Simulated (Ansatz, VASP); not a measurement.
## Two plane-wave programs on HfZn2I6

The input INCAR:

```
SYSTEM = HfZn2I6
PREC     = Accurate       ! precision mode
ENCUT    = 520            ! plane-wave cutoff, eV
EDIFF    = 1E-6           ! SCF threshold, eV
ISMEAR   = 1              ! smearing method
SIGMA    = 0.05           ! smearing width, eV
LREAL    = .FALSE.        ! projectors in reciprocal space
LASPH    = .TRUE.         ! aspherical terms in the spheres
NELM     = 60             ! most SCF steps
ALGO     = Normal         ! electronic algorithm
ISIF     = 2              ! what is computed and relaxed
LWAVE    = .FALSE.        ! write WAVECAR
LCHARG   = .FALSE.        ! write CHGCAR
GGA      = PS             ! functional
NBANDS   = 48             ! bands
```

KPOINTS

```
regular mesh
0
G
  3 3 3
  0 0 0
```

Contents of POSCAR:

```
HfZn2I6
1.0
    0.0000000000      5.4212790000      5.4212790000
    5.4212790000      0.0000000000      5.4212790000
    5.4212790000      5.4212790000      0.0000000000
I Hf Zn
6 1 2
Direct
    0.7563000000      0.2437000000      0.2437000000
    0.2437000000      0.7563000000      0.2437000000
    0.2437000000      0.7563000000      0.7563000000
    0.7563000000      0.2437000000      0.7563000000
    0.2437000000      0.2437000000      0.7563000000
    0.7563000000      0.7563000000      0.2437000000
    0.0000000000      0.0000000000      0.0000000000
    0.2500000000      0.2500000000      0.2500000000
    0.7500000000      0.7500000000      0.7500000000
```

Input for Ansatz:

```yaml
crystal:
  lattice:
    - [0.0, 5.421279, 5.421279]
    - [5.421279, 0.0, 5.421279]
    - [5.421279, 5.421279, 0.0]
  atoms:
    - { symbol: I, position: [0.7563, 0.2437, 0.2437] }
    - { symbol: I, position: [0.2437, 0.7563, 0.2437] }
    - { symbol: I, position: [0.2437, 0.7563, 0.7563] }
    - { symbol: I, position: [0.7563, 0.2437, 0.7563] }
    - { symbol: I, position: [0.2437, 0.2437, 0.7563] }
    - { symbol: I, position: [0.7563, 0.7563, 0.2437] }
    - { symbol: Hf, position: [0.0, 0.0, 0.0] }
    - { symbol: Zn, position: [0.25, 0.25, 0.25] }
    - { symbol: Zn, position: [0.75, 0.75, 0.75] }
  symmetry: { tolerance: 0.0003 }
kpoints:
  mp_grid: { grid: [3, 3, 3], shift: [0, 0, 0] }
magnetization:
  spin_polarized: false
scf:
  occupations: { method: methfessel_paxton, width: 0.05 }
hamiltonian:
  pseudopotentials: { kind: paw }
  xc: pbesol
basis:
  ecutwfc: 420
output:
  forces: true
  stress: true
  eigenvalues: true
  write_density: true
  write_potential: true
  elf: true
  volumetric_format: npy
```

Alike in both runs: task single point; functional PBEsol; k mesh 3 × 3 × 3; occupations methfessel-paxton of order 1, width 0.05 eV; no spin polarisation.

|  | VASP | Ansatz |
| --- | --- | --- |
| version | VASP 6.6.1 | Ansatz 0.2.0 |
| potentials or method | VASP PAW PBE potentials, release 64 (I, Hf_pv, Zn), cutoff 520 eV | PAW plane waves |
| valence electrons in the cell | 76 | 152 |

```tsv
	VASP	Ansatz	Ansatz less VASP
gap on the k mesh at the Fermi level (eV)	none	none	-
pressure (GPa)	4.2	4.2	+0.04
rms of the force components (eV/Å)	0.882	0.889	+0.0074
```

VASP's potentials were made for PBE, not for PBEsol. Atom by atom the forces differ by 0.007 eV/Å (rms over components). A gap of «none» marks a metal or a gap that the smearing closes. With one functional, cell and mesh, what is left measures potentials, basis and numerics. VASP's potentials hold 76 valence electrons a cell and Ansatz's 152, so a difference there can come from the potentials and not from the codes.

Neither program's run includes spin-orbit coupling.
